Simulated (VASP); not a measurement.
# MgO (Fm-3m) in VASP: further runs

Runs on MgO. Level: PBEsol-based screened hybrid with 25 % exact exchange. Tasks: single point, relaxation of cell and atoms.

All numbers are computed with VASP 6.6.1; they aren't measurements. Logs are shortened: lines on timing, memory, paths and dates and some standing lists are left out, and cuts for length are marked.

### 1 The cell of the first run

The structure is cubic, space group Fm-3m (No. 225). Conventional cell: a = 4.175 Å, b = 4.175 Å, c = 4.175 Å, α = 90.00°, β = 90.00°, γ = 90.00°. Within 2.8 Å of Mg (site symmetry m-3m) lie 6 O at 2.09 Å. O (site symmetry m-3m) has 6 Mg at 2.09 Å within 2.8 Å.

### 2 Single point, PBEsol-based screened hybrid with 25 % exact exchange

The input, POSCAR:

```
MgO
1.0
    0.0000000000      2.0873330636      2.0873330636
    2.0873330636      0.0000000000      2.0873330636
    2.0873330636      2.0873330636      0.0000000000
Mg O
1 1
Direct
    0.0000000000      0.0000000000      0.0000000000
    0.5000000000      0.5000000000      0.5000000000
```

The input, INCAR.step1:

```
SYSTEM = MgO
PREC = Accurate ; ENCUT = 520
EDIFF = 1E-5 ; ISMEAR = 0
SIGMA = 0.1 ; LREAL = .FALSE.
LASPH = .TRUE. ; NELM = 100
ALGO = Normal ; ISIF = 2
LWAVE = .TRUE. ; NBANDS = 11
GGA = PE
```

The input, INCAR.step2:

```
SYSTEM = MgO
PREC = Accurate ; ENCUT = 520
EDIFF = 1E-6 ; ISMEAR = 0
SIGMA = 0.1 ; LREAL = .FALSE.
LASPH = .TRUE. ; NELM = 100
ALGO = Normal ; ISIF = 2
LWAVE = .FALSE. ; LCHARG = .TRUE.
GGA = PS ; LHFCALC = .TRUE.
AEXX = 0.25 ; HFSCREEN = 0.207
PRECFOCK = Normal ; LELF = .TRUE.
LVHAR = .TRUE. ; NBANDS = 11
ISTART = 1
```

The input, KPOINTS:

```
Automatic mesh
0
G
  6 6 6
  0 0 0
```

Potentials or basis: VASP PAW PBE potentials, release 64 (Mg, O).

The run is started by

```sh
cat potpaw_PBE.64/Mg/POTCAR potpaw_PBE.64/O/POTCAR > POTCAR
cp INCAR.step1 INCAR
mpirun -np 1 vasp_std > vasp.out
cp INCAR.step2 INCAR
mpirun -np 1 vasp_std > vasp.out
```

OUTCAR:

```text
SYSTEM = MgO
   PREC = Accurate
   ENCUT = 520
   EDIFF = 1E-6
   ISMEAR = 0
   LREAL = .FALSE.
   LASPH = .TRUE.
   NELM = 100
   ISIF = 2
   GGA = PS
   LHFCALC = .TRUE.
   AEXX = 0.25
   HFSCREEN = 0.207
   PRECFOCK = Normal
   ISTART = 1

 ion  position               nearest neighbor table
   1  0.000  0.000  0.000-   2 2.09   2 2.09   2 2.09   2 2.09   2 2.09   2 2.09
   2  0.500  0.500  0.500-   1 2.09   1 2.09   1 2.09   1 2.09   1 2.09   1 2.09

  LATTYP: Found a face centered cubic cell.
 ALAT       =     4.1746661272

  Lattice vectors:

 A1 = (   0.0000000000,   2.0873330636,   2.0873330636)
 A2 = (   2.0873330636,   0.0000000000,   2.0873330636)
 A3 = (   2.0873330636,   2.0873330636,   0.0000000000)

Analysis of symmetry for initial positions (statically):
=====================================================================
 Subroutine PRICEL returns:
 Original cell was already a primitive cell.

 Routine SETGRP: Setting up the symmetry group for a
 face centered cubic supercell.

 Subroutine GETGRP returns: Found 48 space group operations
 (whereof 48 operations were pure point group operations)
 out of a pool of 48 trial point group operations.

The static configuration has the point symmetry O_h .

Analysis of symmetry for dynamics (positions and initial velocities):
=====================================================================
 Subroutine PRICEL returns:
 Original cell was already a primitive cell.

 Routine SETGRP: Setting up the symmetry group for a
 face centered cubic supercell.

 Subroutine GETGRP returns: Found 48 space group operations
 (whereof 48 operations were pure point group operations)
 out of a pool of 48 trial point group operations.

The dynamic configuration has the point symmetry O_h .

 Subroutine INISYM returns: Found 48 space group operations
 (whereof 48 operations are pure point group operations),
 and found     1 'primitive' translations

----------------------------------------------------------------------------------------

                                     Primitive cell

  volume of cell :      18.1889

  direct lattice vectors                    reciprocal lattice vectors
     0.000000000  2.087333064  2.087333064    -0.239540114  0.239540114  0.239540114
     2.087333064  0.000000000  2.087333064     0.239540114 -0.239540114  0.239540114
     2.087333064  2.087333064  0.000000000     0.239540114  0.239540114 -0.239540114

  length of vectors
     2.951934728  2.951934728  2.951934728     0.414895648  0.414895648  0.414895648

  position of ions in fractional coordinates (direct lattice)
     0.000000000  0.000000000  0.000000000
     0.500000000  0.500000000  0.500000000

  ion indices of the primitive-cell ions
   primitive index   ion index
                 1           1
                 2           2

----------------------------------------------------------------------------------------

 KPOINTS: Automatic mesh

Automatic generation of k-mesh.
 Grid dimensions read from file:
 generate k-points for:    6    6    6

 Generating k-lattice:

  Cartesian coordinates                     Fractional coordinates (reciprocal lattice)
    -0.039923352  0.039923352  0.039923352     0.166666667  0.000000000  0.000000000
     0.039923352 -0.039923352  0.039923352     0.000000000  0.166666667  0.000000000
     0.039923352  0.039923352 -0.039923352     0.000000000  0.000000000  0.166666667

  Length of vectors
     0.069149275  0.069149275  0.069149275

  Shift w.r.t. Gamma in fractional coordinates (k-lattice)
     0.000000000  0.000000000  0.000000000

 Subroutine IBZKPT returns following result:
 ===========================================

 Found     16 irreducible k-points:

 Following reciprocal coordinates:
            Coordinates               Weight
  0.000000  0.000000  0.000000      1.000000
  0.166667  0.000000  0.000000      8.000000
  0.333333  0.000000  0.000000      8.000000
  0.500000  0.000000  0.000000      4.000000
  0.166667  0.166667  0.000000      6.000000
  0.333333  0.166667  0.000000     24.000000
[... 8 lines left out ...]
 -0.333333  0.333333  0.166667     24.000000
 -0.333333  0.500000  0.166667     12.000000
   k-points           NKPTS =     16   k-points in BZ     NKDIM =    216   number of bands    NBANDS=     11
   number of dos      NEDOS =    301   number of ions     NIONS =      2
   total plane-waves  NPLWV =  13824
   dimension x,y,z NGX =    24 NGY =   24 NGZ =   24
   dimension x,y,z NGXF=    48 NGYF=   48 NGZF=   48
   ions per type =               1   1
   NGX,Y,Z   is equivalent  to a cutoff of  13.52, 13.52, 13.52 a.u.
   NGXF,Y,Z  is equivalent  to a cutoff of  27.03, 27.03, 27.03 a.u.
 SYSTEM =  MgO
   PREC   = accura    normal or accurate (medium, high low for compatibility)
   ISTART =      1    job   : 0-new  1-cont  2-samecut
   ICHARG =      0    charge: 1-file 2-atom 10-const
   ISPIN  =      1    spin polarized calculation?
   LNONCOLLINEAR =      F non collinear calculations
   LSORBIT =      F    spin-orbit coupling
   LASPH  =      T    aspherical Exc in radial PAW
   ENCUT  =  520.0 eV  38.22 Ry    6.18 a.u.   5.49  5.49  5.49*2*pi/ulx,y,z
   NELM   =    100;   NELMIN=  2; NELMDL=  0     # of ELM steps
   EDIFF  = 0.1E-05   stopping-criterion for ELM
   LREAL  =      F    real-space projection
   EDIFFG = 0.1E-04   stopping-criterion for IOM
   NSW    =      0    number of steps for IOM
   IBRION =     -1    ionic relax: 0-MD 1-quasi-New 2-CG
   NFREE  =      0    steps in history (QN), initial steepest desc. (CG)
   ISIF   =      2    stress and relaxation
   ISYM   =      3    0-nonsym 1-usesym 2-fastsym
   POTIM  = 0.5000    time-step for ionic-motion
   TEBEG  =    0.0;   TEEND  =   0.0 temperature during run
   PSTRESS=    0.0 pullay stress
   NELECT =       8.0000    total number of electrons
   NUPDOWN=      -1.0000    fix difference up-down
   EMIN   =  10.00;   EMAX   =-10.00  energy-range for DOS
   EFERMI =   0.00;   METHOD = LEGACY
   ISMEAR =     0;   SIGMA  =   0.10  broadening in eV -4-tet -1-fermi 0-gaus
   EFERMI_NEDOS =   21; number of points for ismear=-14 and -15
   IALGO  =     38    algorithm
   IMIX   =      1    mixing-type and parameters
     AMIX     =   0.40;   BMIX     =  1.00
     AMIX_MAG =   1.60;   BMIX_MAG =  1.00
  volume/ion in A,a.u.               =       9.09        61.37
  Fermi-wavevector in a.u.,A,eV,Ry     =   1.245001  2.352711 21.089408  1.550028
  Thomas-Fermi vector in A             =   2.379243
   LORBIT       =      0    0 simple, 1 ext, 2 COOP (PROOUT), +10 PAW based schemes
   GGA     = PS    functional components
   LHFCALC =     T    Hartree Fock is set to
   PRECFOCK=normal    Normal, Fast or Accurate (Low or Medium for compatibility)
   ENCUT4O =  -1.0   cutoff for four orbital integrals eV
   NKREDX  =     1    reduce k-point grid by
   NKREDY  =     1    reduce k-point grid by
   NKREDZ  =     1    reduce k-point grid by
   AEXX    =    0.2500 exact exchange contribution
   HFSCREEN=    0.2070 screening length (either q_TF or 0.3 A-1)
   HFSCREENC=   0.2070 screening length for correlation (either q_TF or 0.3 A-1)
   ENCUTFOCK=  -1.0 apply spherical cutoff to Coloumb kernel
   IVDW    =     0    specifies the selected vdW correction
   LEPSILON=     F    determine dielectric tensor
   LRPA    =     F    only Hartree local field effects (RPA)
 non-spin polarized calculation
 Gauss-broadening in eV      SIGMA  =   0.10
  energy-cutoff  :      520.00
  volume of cell :       18.19
 maximum number of plane-waves:       531
 NGX is ok and might be reduce to    24
  NGX = 18; NGY = 18; NGZ = 18

 number of electron       8.0000002 magnetization

 Free energy of the ion-electron system (eV)
  ---------------------------------------------------
  ext. energy  EPLUGINS =         0.00000000
  ---------------------------------------------------
  free energy    TOTEN  =       -14.68476332 eV

  energy without entropy =      -14.68476332  energy(sigma->0) =      -14.68476332

 E-fermi :   2.6210     XC(G=0):  -9.3633

 val. band max:        2.0448176230   @ k =   0.0000   0.0000   0.0000
 cond. band min:       8.7076903066   @ k =   0.0000   0.0000   0.0000
 fundamental gap:      6.6628726835
 Fermi energy:         2.6210263398

 k-point     1 :       0.0000    0.0000    0.0000
  band No.  band energies     occupation
      1     -16.8665      2.00000
      2       2.0448      2.00000
      3       2.0448      2.00000
      4       2.0448      2.00000
      5       8.7077      0.00000
      6      19.8429      0.00000
      7      19.8429      0.00000
      8      19.8429      0.00000
      9      23.8085      0.00000
     10      25.8278      0.00000
     11      25.8278      0.00000

 k-point     2 :       0.1667    0.0000    0.0000
  band No.  band energies     occupation
      1     -16.5502      2.00000
      2       0.4397      2.00000
      3       1.8441      2.00000
      4       1.8441      2.00000
      5      10.1726      0.00000
      6      17.4790      0.00000
      7      20.4842      0.00000
      8      20.4842      0.00000
      9      24.5907      0.00000
     10      24.5907      0.00000
     11      26.7896      0.00000

 k-point     3 :       0.3333    0.0000    0.0000
  band No.  band energies     occupation
      1     -15.8364      2.00000
      2      -1.9827      2.00000
      3       1.4690      2.00000
      4       1.4690      2.00000
      5      11.6623      0.00000
      6      16.6084      0.00000
      7      20.8057      0.00000
      8      20.8057      0.00000
      9      25.3409      0.00000
     10      25.3409      0.00000
     11      26.0176      0.00000
[... 155 lines left out ...]
 k-point    15 :      -0.3333    0.3333    0.1667
  band No.  band energies     occupation
      1     -15.1656      2.00000
      2      -1.9302      2.00000
      3      -0.7025      2.00000
      4       0.6199      2.00000
      5      14.6597      0.00000
      6      16.1963      0.00000
      7      17.0540      0.00000
      8      20.9652      0.00000
      9      25.2362      0.00000
     10      26.6010      0.00000
     11      32.6073      0.00000

 k-point    16 :      -0.3333    0.5000    0.1667
  band No.  band energies     occupation
      1     -15.0890      2.00000
      2      -1.9165      2.00000
      3      -0.4570      2.00000
      4       0.1842      2.00000
      5      14.4638      0.00000
      6      15.6886      0.00000
      7      16.8314      0.00000
      8      21.0373      0.00000
      9      24.8723      0.00000
     10      29.2082      0.00000
     11      31.0206      0.00000

------------------------ aborting loop because EDIFF is reached ----------------------------------------

  FORCE on cell =-STRESS in cart. coord.  units (eV):
  Direction    XX          YY          ZZ          XY          YZ          ZX
  --------------------------------------------------------------------------------------
  -------------------------------------------------------------------------------------
  Total       -0.0131316     -0.0131316     -0.0131316     -0.0000000      0.0000000      0.0000000
  in kB       -1.1567040     -1.1567040     -1.1567040     -0.0000000      0.0000000      0.0000000
  external PRESSURE =      -1.1567040 kB  Pullay stress =       0.0000000 kB

 VOLUME and BASIS-vectors are now :
 -----------------------------------------------------------------------------
  energy-cutoff  :      520.00
  volume of cell :       18.19
      direct lattice vectors                 reciprocal lattice vectors
     0.000000000  2.087333064  2.087333064    -0.239540114  0.239540114  0.239540114
     2.087333064  0.000000000  2.087333064     0.239540114 -0.239540114  0.239540114
     2.087333064  2.087333064  0.000000000     0.239540114  0.239540114 -0.239540114

 POSITION                                       TOTAL-FORCE (eV/Angst)
 -----------------------------------------------------------------------------------
      0.00000      0.00000      0.00000        -0.000000     -0.000000      0.000000
      2.08733      2.08733      2.08733         0.000000      0.000000     -0.000000
 -----------------------------------------------------------------------------------
    total drift:                               -0.000514     -0.000586     -0.000574

  FREE ENERGIE OF THE ION-ELECTRON SYSTEM (eV)
  ---------------------------------------------------
  free  energy   TOTEN  =       -14.6847633205 eV

  energy  without entropy=      -14.6847633205  energy(sigma->0) =      -14.68476332
```

Run time: 4.7 min. Hardware: 1 thread of Intel Xeon Platinum 8488C (Sapphire Rapids), shared host; peak memory 0.25 GiB.

Results:

```yaml
Free_energy: -14.6848 eV
Pressure: -0.1 GPa
Band_gap_on_the_k_mesh: 6.66 eV
```

Caveat: the k points lie up to 0.43 Å⁻¹ apart; the PAW data sets were made with another functional, which shifts forces and pressure a little.

### 3 Relaxation of cell and atoms, PBEsol-based screened hybrid with 25 % exact exchange

This run uses another cell than the first one, of 9.22 Å³/atom.

The input, POSCAR:

```
MgO
1.0
    0.0000000000      2.0970013927      2.0970013927
    2.0970013927      0.0000000000      2.0970013927
    2.0970013927      2.0970013927      0.0000000000
Mg O
1 1
Direct
    0.0000000000      0.0000000000      0.0000000000
    0.5000000000      0.5000000000      0.5000000000
```

The input, INCAR.step1:

```
PREC = Accurate
ENCUT = 600
EDIFF = 1E-5
ISMEAR = 0
SIGMA = 0.1
LREAL = F
LASPH = T
NELM = 100
ALGO = Normal
LWAVE = T
LCHARG = F
GGA = PE
NBANDS = 11
```

The input, INCAR.step2:

```
PREC = Accurate
ENCUT = 600
EDIFF = 1E-6
ISMEAR = 0
SIGMA = 0.1
LREAL = F
LASPH = T
NELM = 100
ALGO = Normal
ISIF = 3
LWAVE = F
LCHARG = F
GGA = PS
LHFCALC = T
AEXX = 0.25
HFSCREEN = 0.207
PRECFOCK = Normal
IBRION = 2
NSW = 60
EDIFFG = -0.01
ISTART = 1
```

The input, KPOINTS:

```
Automatic mesh
0
Gamma
  6 6 6
```

Potentials or basis: VASP PAW PBE potentials, release 64 (Mg, O).

The run is started by

```sh
cat potpaw_PBE.64/Mg/POTCAR potpaw_PBE.64/O/POTCAR > POTCAR
cp INCAR.step1 INCAR
mpirun -np 1 vasp_std > vasp.out
cp INCAR.step2 INCAR
mpirun -np 1 vasp_std > vasp.out
```

Wall time 10 min (1 thread of Intel Xeon Platinum 8488C (Sapphire Rapids), shared host); peak memory 0.26 GiB.

Results (log left out):

| Quantity | Value |
| --- | --- |
| Free energy | -14.6890 eV |
| Relaxed volume | 9.07 Å³/atom |
| Relaxed cell | a = 2.950 Å, b = 2.950 Å, c = 2.950 Å, α = 60.00°, β = 60.00°, γ = 60.00° |
| Space group after relaxing (to 0.1 Å) | Fm-3m (No. 225) |
| Energy gained by relaxing | 1.3 meV/atom |
| Ionic steps | 3 |
| Pressure after relaxing | 0.0 GPa |
| Band gap on the k mesh | 6.69 eV |

Step by step:
| step | energy change (eV) | largest force (eV/Å) | pressure (GPa) | volume (Å³) |
| --- | --- | --- | --- | --- |
| 1 | 0.0000 | 0.0000 | -2.75 | 18.44 |
| 2 | -0.0021 | 0.0000 | 1.24 | 18.02 |
| 3 | -0.0026 | 0.0000 | 0.04 | 18.15 |

Final structure:
```
Mg O
1.0
     0.00000    2.08577    2.08577
     2.08577    0.00000    2.08577
     2.08577    2.08577    0.00000
Mg O
1 1
Direct
  0.00000 0.00000 0.00000
  0.50000 0.50000 0.50000
```

Levels at points of the mesh, in eV from the valence-band top:
```csv
k point,band 1,band 2,band 3,band 4,band 5,band 6,band 7,band 8
"(0.00, 0.00, 0.00)",-18.92,0.00,0.00,0.00,6.69,17.82,17.82,17.82
"(0.50, 0.00, 0.00)",-17.48,-5.11,-0.75,-0.75,9.77,15.14,18.54,18.54
"(0.50, 0.50, 0.00)",-17.18,-4.56,-1.53,-1.53,10.76,12.11,15.60,21.74
```

Caveat: the k points lie up to 0.43 Å⁻¹ apart in the final cell; the PAW data sets were made with another functional, which shifts forces and pressure a little.
